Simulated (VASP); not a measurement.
Input of a VASP 6.6.1 run:

File INCAR:

```
SYSTEM = GaP
ALGO = Normal ; EDIFF = 1E-6
ENCUT = 520 ; GGA = PE
ISIF = 2 ; ISMEAR = 0
LASPH = .TRUE. ; LCHARG = .FALSE.
LREAL = .FALSE. ; LWAVE = .FALSE.
NBANDS = 16 ; NELM = 60
PREC = Accurate ; SIGMA = 0.01
```

The input KPOINTS:

```
k-points
0
G
  6 6 6
  0 0 0
```

File POSCAR:

```
GaP
1.0
    0.0000000000      2.7611126653      2.7611126653
    2.7611126653      0.0000000000      2.7611126653
    2.7611126653      2.7611126653      0.0000000000
Ga P
1 1
Direct
    0.0000000000      0.0000000000      0.0000000000
    0.2500000000      0.2500000000      0.2500000000
```

Potentials or basis: VASP PAW PBE potentials, release 64 (Ga_d, P).

Run with:

```bash
$ cat potpaw_PBE.64/Ga_d/POTCAR potpaw_PBE.64/P/POTCAR > POTCAR
$ mpirun -np 1 vasp_std > vasp.out
```

Task: What does it give for the band gap on the k mesh?

Result: 1.50 eV, direct.

Task: Estimate the pressure.

Result: -0.7 GPa.

**Measured values to compare with.**

“Stacking defects in GaP nanowires: Electronic structure and optical properties”, 2018, arxiv:1810.01194 quotes, for a bulk crystal of GaP at 10 K: band gap 2.34 eV (indirect).

Measured gap of GaP: 2.34 eV (indirect; 10 K; quoted in “Stacking defects in GaP nanowires: Electronic structure and optical properties”, 2018, arxiv:1810.01194). This calculation gives 1.50 eV (-0.84 eV). Spin-orbit coupling on Ga is left out. The value is that of PBE on a finite k mesh, which can miss the band edges, without temperature or zero-point motion. Semilocal functionals fall short of measured gaps as a rule.
